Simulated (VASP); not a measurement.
Set up this calculation in VASP 6.6.1, as the native input.

```
Task                   : single point
Functional             : PBEsol
Potentials or basis    : VASP PAW PBE potentials, release 64 (Zr_sv)
Cutoff                 : 520 eV
k mesh                 : 14 × 14 × 14
Occupations            : fermi-dirac, width 0.1 eV
Spin                   : no spin polarisation
Dipole correction      : no
Further INCAR settings : ALGO = Normal; EDIFF = 1e-06; NBANDS = 12
```

The structure of Zr lies in POSCAR:

```
Zr
1.0
   -1.7862483572      1.7862483572      1.7862483572
    1.7862483572     -1.7862483572      1.7862483572
    1.7862483572      1.7862483572     -1.7862483572
Zr
1
Direct
    0.0000000000      0.0000000000      0.0000000000
```

This cell differs from its parent crystal: volume scaled by 1.04.

These files were run (other wordings do the same):

INCAR

```
ALGO = Normal ; EDIFF = 1E-6
ENCUT = 520 ; GGA = PS
ISIF = 2 ; ISMEAR = -1
LASPH = T ; LCHARG = F
LREAL = F ; LWAVE = F
NBANDS = 12 ; NELM = 80
PREC = Accurate ; SIGMA = 0.1
```

KPOINTS

```
k-points
0
Gamma
  14 14 14
```

Potentials or basis: VASP PAW PBE potentials, release 64 (Zr_sv).

Command:

```bash
$ cat potpaw_PBE.64/Zr_sv/POTCAR > POTCAR
$ mpirun -np 1 vasp_std > vasp.out
```

It gave:

```yaml
Pressure: -3.5 GPa
Band_gap_on_the_k_mesh: zero (band 6 reaches 9.94 eV, above the bottom of band 7 at 8.17 eV)
```

Caveat: the PAW data sets were made with another functional, which shifts forces and pressure a little.

It took 7.2 s on 1 thread of Intel(R) Xeon(R) 6975P-C (Granite Rapids) (shared host), peak memory 0.15 GiB.
